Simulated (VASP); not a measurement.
# Ag (Fm-3m) in VASP: notebook, part 2 of 2

VASP 6.6.1.

## (3) Relaxation of cell and atoms, BLYP+D3(BJ)

This run uses another cell than the first one, of 17.05 Å³/atom, 1.010 times its volume.

Contents of INCAR:

```
SYSTEM = Ag
AGGAC = 1.0
AGGAX = 1.0
ALDAC = 0.0
ALDAX = 1.0
ALGO = Normal
EDIFF = 1E-7
EDIFFG = -0.005
ENCUT = 600
GGA = B5
IBRION = 2
ISIF = 3
ISMEAR = -1
IVDW = 12
LASPH = .TRUE.
LCHARG = .FALSE.
LREAL = .FALSE.
LWAVE = .FALSE.
NELM = 100
NSW = 80
PREC = Accurate
SIGMA = 0.05
VDW_A1 = 0.4298
VDW_A2 = 4.2359
VDW_S6 = 1.0
VDW_S8 = 2.6996
```

Contents of KPOINTS:

```
k-points
0
G
  11 11 11
  0 0 0
```

Contents of POSCAR:

```
Ag
1.0
    0.0000000000      2.0427500000      2.0427500000
    2.0427500000      0.0000000000      2.0427500000
    2.0427500000      2.0427500000      0.0000000000
Ag
1
Direct
    0.0000000000      0.0000000000      0.0000000000
```

Potentials or basis: VASP PAW PBE potentials, release 64 (Ag).

The run is started by

```console
> cat potpaw_PBE.64/Ag/POTCAR > POTCAR
> mpirun -np 1 vasp_std > vasp.out
```

OUTCAR:

```text
SYSTEM = Ag
   EDIFF = 1E-7
   EDIFFG = -0.005
   ENCUT = 600
   GGA = B5
   IBRION = 2
   ISIF = 3
   ISMEAR = -1
   IVDW = 12
   LASPH = .TRUE.
   LREAL = .FALSE.
   NELM = 100
   NSW = 80
   PREC = Accurate
 IVDW          = 12

 ion  position               nearest neighbor table
   1  0.000  0.000  0.000-

  LATTYP: Found a face centered cubic cell.
 ALAT       =     4.0855000000

  Lattice vectors:

 A1 = (   0.0000000000,   2.0427500000,   2.0427500000)
 A2 = (   2.0427500000,   0.0000000000,   2.0427500000)
 A3 = (   2.0427500000,   2.0427500000,   0.0000000000)

Analysis of symmetry for initial positions (statically):
=====================================================================
 Subroutine PRICEL returns:
 Original cell was already a primitive cell.

 Routine SETGRP: Setting up the symmetry group for a
 face centered cubic supercell.

 Subroutine GETGRP returns: Found 48 space group operations
 (whereof 48 operations were pure point group operations)
 out of a pool of 48 trial point group operations.

The static configuration has the point symmetry O_h .

Analysis of symmetry for dynamics (positions and initial velocities):
=====================================================================
 Subroutine PRICEL returns:
 Original cell was already a primitive cell.

 Routine SETGRP: Setting up the symmetry group for a
 face centered cubic supercell.

 Subroutine GETGRP returns: Found 48 space group operations
 (whereof 48 operations were pure point group operations)
 out of a pool of 48 trial point group operations.

The dynamic configuration has the point symmetry O_h .

 Subroutine INISYM returns: Found 48 space group operations
 (whereof 48 operations are pure point group operations),
 and found     1 'primitive' translations

----------------------------------------------------------------------------------------

                                     Primitive cell

  volume of cell :      17.0481

  direct lattice vectors                    reciprocal lattice vectors
     0.000000000  2.042750000  2.042750000    -0.244768082  0.244768082  0.244768082
     2.042750000  0.000000000  2.042750000     0.244768082 -0.244768082  0.244768082
     2.042750000  2.042750000  0.000000000     0.244768082  0.244768082 -0.244768082

  length of vectors
     2.888884755  2.888884755  2.888884755     0.423950755  0.423950755  0.423950755

  position of ions in fractional coordinates (direct lattice)
     0.000000000  0.000000000  0.000000000

  ion indices of the primitive-cell ions
   primitive index   ion index
                 1           1

----------------------------------------------------------------------------------------

 KPOINTS: k-points

Automatic generation of k-mesh.
 Grid dimensions read from file:
 generate k-points for:   11   11   11

 Generating k-lattice:

  Cartesian coordinates                     Fractional coordinates (reciprocal lattice)
    -0.022251644  0.022251644  0.022251644     0.090909091  0.000000000  0.000000000
     0.022251644 -0.022251644  0.022251644     0.000000000  0.090909091  0.000000000
     0.022251644  0.022251644 -0.022251644     0.000000000  0.000000000  0.090909091

  Length of vectors
     0.038540978  0.038540978  0.038540978

  Shift w.r.t. Gamma in fractional coordinates (k-lattice)
     0.000000000  0.000000000  0.000000000

 Subroutine IBZKPT returns following result:
 ===========================================

 Found     56 irreducible k-points:

 Following reciprocal coordinates:
            Coordinates               Weight
  0.000000  0.000000  0.000000      1.000000
  0.090909  0.000000  0.000000      8.000000
  0.181818  0.000000  0.000000      8.000000
  0.272727  0.000000  0.000000      8.000000
  0.363636  0.000000  0.000000      8.000000
  0.454545  0.000000  0.000000      8.000000
[... 16 lines left out ...]
 -0.272727  0.181818  0.000000     24.000000
 -0.181818  0.181818  0.000000     12.000000
 [... further k-points ...]
   k-points           NKPTS =     56   k-points in BZ     NKDIM =     56   number of bands    NBANDS=      9
   number of dos      NEDOS =    301   number of ions     NIONS =      1
   total plane-waves  NPLWV =  13824
   dimension x,y,z NGX =    24 NGY =   24 NGZ =   24
   dimension x,y,z NGXF=    48 NGYF=   48 NGZF=   48
   ions per type =               1
   NGX,Y,Z   is equivalent  to a cutoff of  13.81, 13.81, 13.81 a.u.
   NGXF,Y,Z  is equivalent  to a cutoff of  27.62, 27.62, 27.62 a.u.
 SYSTEM =  Ag
   PREC   = accura    normal or accurate (medium, high low for compatibility)
   ISTART =      0    job   : 0-new  1-cont  2-samecut
   ICHARG =      2    charge: 1-file 2-atom 10-const
   ISPIN  =      1    spin polarized calculation?
   LNONCOLLINEAR =      F non collinear calculations
   LSORBIT =      F    spin-orbit coupling
   LASPH  =      T    aspherical Exc in radial PAW
   ENCUT  =  600.0 eV  44.10 Ry    6.64 a.u.   5.77  5.77  5.77*2*pi/ulx,y,z
   NELM   =    100;   NELMIN=  2; NELMDL= -5     # of ELM steps
   EDIFF  = 0.1E-06   stopping-criterion for ELM
   LREAL  =      F    real-space projection
   EDIFFG = -.5E-02   stopping-criterion for IOM
   NSW    =     80    number of steps for IOM
   IBRION =      2    ionic relax: 0-MD 1-quasi-New 2-CG
   NFREE  =      1    steps in history (QN), initial steepest desc. (CG)
   ISIF   =      3    stress and relaxation
   ISYM   =      2    0-nonsym 1-usesym 2-fastsym
   POTIM  = 0.5000    time-step for ionic-motion
   TEBEG  =    0.0;   TEEND  =   0.0 temperature during run
   PSTRESS=    0.0 pullay stress
   NELECT =      11.0000    total number of electrons
   NUPDOWN=      -1.0000    fix difference up-down
   EMIN   =  10.00;   EMAX   =-10.00  energy-range for DOS
   EFERMI =   0.00;   METHOD = LEGACY
   ISMEAR =    -1;   SIGMA  =   0.05  broadening in eV -4-tet -1-fermi 0-gaus
   EFERMI_NEDOS =   21; number of points for ismear=-14 and -15
   IALGO  =     38    algorithm
   IMIX   =      4    mixing-type and parameters
     AMIX     =   0.40;   BMIX     =  1.00
     AMIX_MAG =   1.60;   BMIX_MAG =  1.00
  volume/ion in A,a.u.               =      17.05       115.05
  Fermi-wavevector in a.u.,A,eV,Ry     =   1.414644  2.673290 27.228221  2.001218
  Thomas-Fermi vector in A             =   2.536165
   LORBIT       =      0    0 simple, 1 ext, 2 COOP (PROOUT), +10 PAW based schemes
   GGA     = B5    functional components
   LHFCALC =     F    Hartree Fock is set to
   AEXX    =    0.0000 exact exchange contribution
   IVDW    =    12    specifies the selected vdW correction
   LEPSILON=     F    determine dielectric tensor
   LRPA    =     F    only Hartree local field effects (RPA)
 conjugate gradient relaxation of ions
 non-spin polarized calculation
  energy-cutoff  :      600.00
  volume of cell :       17.05
 maximum number of plane-waves:       578
   NGX = 11   NGY = 11   NGZ = 11

--------------------------------------- Ionic step        1  -------------------------------------------

 number of electron      10.9999999 magnetization

 Free energy of the ion-electron system (eV)
  ---------------------------------------------------
  ext. energy  EPLUGINS =         0.00000000
  ---------------------------------------------------
  free energy    TOTEN  =        -2.01906265 eV

  energy without entropy =       -2.01547012  energy(sigma->0) =       -2.01726639

------------------------ aborting loop because EDIFF is reached ----------------------------------------

 Edisp (eV)   -1.34450

 E8    (eV) :    -0.9894
[... 69 lines left out ...]
--------------------------------------- Ionic step        3  -------------------------------------------

 number of electron      10.9999999 magnetization

 Free energy of the ion-electron system (eV)
  ---------------------------------------------------
  ext. energy  EPLUGINS =         0.00000000
  ---------------------------------------------------
  free energy    TOTEN  =        -2.00814476 eV

  energy without entropy =       -2.00467432  energy(sigma->0) =       -2.00640954

 E-fermi :   9.3983     XC(G=0): -11.6764

 val. band max:        9.0344289710   @ k =   0.4545   0.2727   0.0000
 cond. band min:       9.4043387542   @ k =  -0.4545   0.0909   0.0000
 fundamental gap:      0.3699097832
 Fermi energy:         9.3982722190

 k-point     1 :       0.0000    0.0000    0.0000
  band No.  band energies     occupation
      1       1.3121      2.00000
      2       4.1407      2.00000
      3       4.1407      2.00000
      4       4.1407      2.00000
      5       5.1859      2.00000
      6       5.1859      2.00000
      7      25.3844      0.00000
      8      28.7858      0.00000
      9      28.7858      0.00000
[... 265 lines left out ...]
 k-point    24 :      -0.1818    0.1818    0.0000
  band No.  band energies     occupation
      1       3.3112      2.00000
      2       3.7520      2.00000
      3       4.3820      2.00000
      4       4.7644      2.00000
      5       4.7951      2.00000
      6       6.3858      2.00000
      7      21.1320      0.00000
      8      21.5835      0.00000
      9      27.9435      0.00000

 [... further k-points ...]

------------------------ aborting loop because EDIFF is reached ----------------------------------------

 Edisp (eV)   -1.35580

 E8    (eV) :    -0.9977
[... 24 lines left out ...]
  FREE ENERGIE OF THE ION-ELECTRON SYSTEM (eV)
  ---------------------------------------------------
  free  energy   TOTEN  =        -3.3639414770 eV

  energy  without entropy=       -3.3604710290  energy(sigma->0) =       -3.36220625

 reached required accuracy - stopping structural energy minimisation
```

It took 26 s on 1 thread of Intel Xeon Platinum 8259CL at 2.50GHz (Skylake/Cascade Lake), shared host; peak memory 0.16 GiB.

Results:

| Quantity | Value |
| --- | --- |
| Free energy | -3.3639 eV |
| Relaxed volume | 16.91 Å³/atom |
| Relaxed cell | a = 2.881 Å, b = 2.881 Å, c = 2.881 Å, α = 60.00°, β = 60.00°, γ = 60.00° |
| Space group after relaxing (to 0.05 Å) | Fm-3m (No. 225) |
| Energy gained by relaxing | 0.4 meV/atom |
| Ionic steps | 3 |
| Pressure after relaxing | 0.0 GPa |
| Dispersion energy per atom | -1.356 eV |

Step by step:
```csv
step,energy change (eV),largest force (eV/Å),pressure (GPa),volume (Å³)
1,0.0000,0.0000,-0.87,17.05
2,-0.0002,0.0000,0.58,16.82
3,-0.0004,0.0000,-0.01,16.91
```

Final structure:
```
Ag
1.0
     0.00000    2.03722    2.03722
     2.03722    0.00000    2.03722
     2.03722    2.03722    0.00000
Ag
1
Direct
  0.00000 0.00000 0.00000
```

Caveat: the PAW data sets were made with another functional, which shifts forces and pressure a little; pairwise dispersion overbinds metals, which lowers pressure and volume.

## (4) Single point, PBEsol+D4, non-collinear spin, zero start, spin-orbit coupling (volume scaled by 0.94)

Contents of INCAR:

```
SYSTEM = Ag
PREC     = Accurate       ! precision mode
ENCUT    = 520            ! plane-wave cutoff, eV
EDIFF    = 1E-6           ! SCF threshold, eV
ISMEAR   = 1              ! smearing method
SIGMA    = 0.1            ! smearing width, eV
LREAL    = .FALSE.        ! projectors in reciprocal space
LASPH    = .TRUE.         ! aspherical terms in the spheres
NELM     = 150            ! most SCF steps
ALGO     = Normal         ! electronic algorithm
ISIF     = 2              ! what is computed and relaxed
LWAVE    = .FALSE.        ! write WAVECAR
LCHARG   = .TRUE.         ! write CHGCAR
LNONCOLLINEAR= .TRUE.         ! non-collinear magnetism
MAGMOM   = 0 0 0          ! initial moments
LORBIT   = 11             ! projections on sites
LSORBIT  = .TRUE.         ! spin-orbit coupling
GGA_COMPAT= .FALSE.      
LORBMOM  = .TRUE.       
LMAXMIX  = 4              ! l up to which the mixer works
GGA      = PS             ! functional
IVDW     = 13             ! dispersion correction
LVHAR    = .TRUE.       
NBANDS   = 22             ! bands
```

Contents of KPOINTS:

```
Automatic mesh
0
G
  8 8 8
  0 0 0
```

Contents of POSCAR:

```
Ag
1.0
    0.0000000000      2.0010495236      2.0010495236
    2.0010495236      0.0000000000      2.0010495236
    2.0010495236      2.0010495236      0.0000000000
Ag
1
Direct
    0.0000000000      0.0000000000      0.0000000000
```

The run is started by

```console
> cat potpaw_PBE.64/Ag/POTCAR > POTCAR
> mpirun -np 1 vasp_ncl > vasp.out
```

Run time: 20 s. Hardware: 1 thread of Intel Xeon Platinum 8259CL at 2.50GHz (Skylake/Cascade Lake), shared host; peak memory 0.2 GiB.

It converged, with:

```yaml
Free_energy: -3.6433 eV
Pressure: 2.2 GPa
Net_moment: 0.00 μB per cell
Valence_electrons_inside_the_program's_atomic_spheres: Ag 9.94
Dispersion_energy_per_atom: -0.351 eV
```

Moments on the atoms (μB; x, y, z):
```
Ag  0.00 0.00 0.00
```

Caveat: the cell differs from its parent crystal (volume scaled by 0.94); the PAW data sets were made with another functional, which shifts forces and pressure a little.

## (5) Single point, PBEsol+D4, non-collinear spin, zero start, spin-orbit coupling (volume scaled by 0.96)

Contents of INCAR:

```
SYSTEM = Ag
PREC     = Accurate       ! precision mode
ENCUT    = 520            ! plane-wave cutoff, eV
EDIFF    = 1E-6           ! SCF threshold, eV
ISMEAR   = 1              ! smearing method
SIGMA    = 0.1            ! smearing width, eV
LREAL    = .False.        ! projectors in reciprocal space
LASPH    = .True.         ! aspherical terms in the spheres
NELM     = 150            ! most SCF steps
ALGO     = Normal         ! electronic algorithm
ISIF     = 2              ! what is computed and relaxed
LWAVE    = .False.        ! write WAVECAR
LCHARG   = .False.        ! write CHGCAR
MAGMOM   = 0 0 0          ! initial moments
LORBIT   = 11             ! projections on sites
LSORBIT  = .True.         ! spin-orbit coupling
GGA_COMPAT= .False.      
LORBMOM  = .True.       
LMAXMIX  = 4              ! l up to which the mixer works
GGA      = PS             ! functional
IVDW     = 13             ! dispersion correction
NBANDS   = 22             ! bands
```

Contents of KPOINTS:

```
Automatic mesh
0
Gamma
  8 8 8
  0 0 0
```

Contents of POSCAR:

```
Ag
1.0
    0.0000000000      2.0151418859      2.0151418859
    2.0151418859      0.0000000000      2.0151418859
    2.0151418859      2.0151418859      0.0000000000
Ag
1
Direct
    0.0000000000      0.0000000000      0.0000000000
```

The run is started by

```console
> cat potpaw_PBE.64/Ag/POTCAR > POTCAR
> mpirun -np 1 vasp_ncl > vasp.out
```

Wall time 18 s (1 thread of Intel Xeon Platinum 8259CL at 2.50GHz (Skylake/Cascade Lake), shared host); peak memory 0.2 GiB.

Results (log left out):

```
Free energy                                           : -3.6452 eV
Pressure                                              : -0.6 GPa
Net moment                                            : 0.00 μB per cell
Valence electrons inside the program's atomic spheres : Ag 9.91
Dispersion energy per atom                            : -0.344 eV
```

Moments on the atoms (μB; x, y, z):
```
Ag  0.00 0.00 0.00
```

Caveat: the cell differs from its parent crystal (volume scaled by 0.96); the PAW data sets were made with another functional, which shifts forces and pressure a little.

## (6) Summary

| task | level | spin | cell | k mesh | cutoff (eV) | smearing | gap on the mesh (eV) | pressure (GPa) | moment (μB) |
| --- | --- | --- | --- | --- | --- | --- | --- | --- | --- |
| single point | BLYP+D3(BJ) | off | a = 2.880 Å, angles 60.0°, 1 atom | 11 × 11 × 11 | 520 | fermi-dirac 0.05 eV | none | 0.1 | - |
| relaxation of cell and atoms | BLYP+D3(BJ) | off | relaxed from a = 2.889 Å, angles 60.0°, 1 atom | 11 × 11 × 11 | 600 | fermi-dirac 0.05 eV | none | 0.0 | - |
| single point | PBEsol+D4 | non-collinear, zero start, SOC | a = 2.830 Å, angles 60.0°, 1 atom | 8 × 8 × 8 | 520 | methfessel-paxton 0.1 eV | - | 2.2 | 0.00 |
| single point | PBEsol+D4 | non-collinear, zero start, SOC | a = 2.850 Å, angles 60.0°, 1 atom | 8 × 8 × 8 | 520 | methfessel-paxton 0.1 eV | - | -0.6 | 0.00 |

Alike in all rows: potentials or basis VASP PAW PBE potentials, release 64 (Ag).

Caveats: the PAW data sets were made with another functional, which shifts forces and pressure a little; pairwise dispersion overbinds metals, which lowers pressure and volume (some runs).

Absolute energies hang on the potentials; compare differences alone.
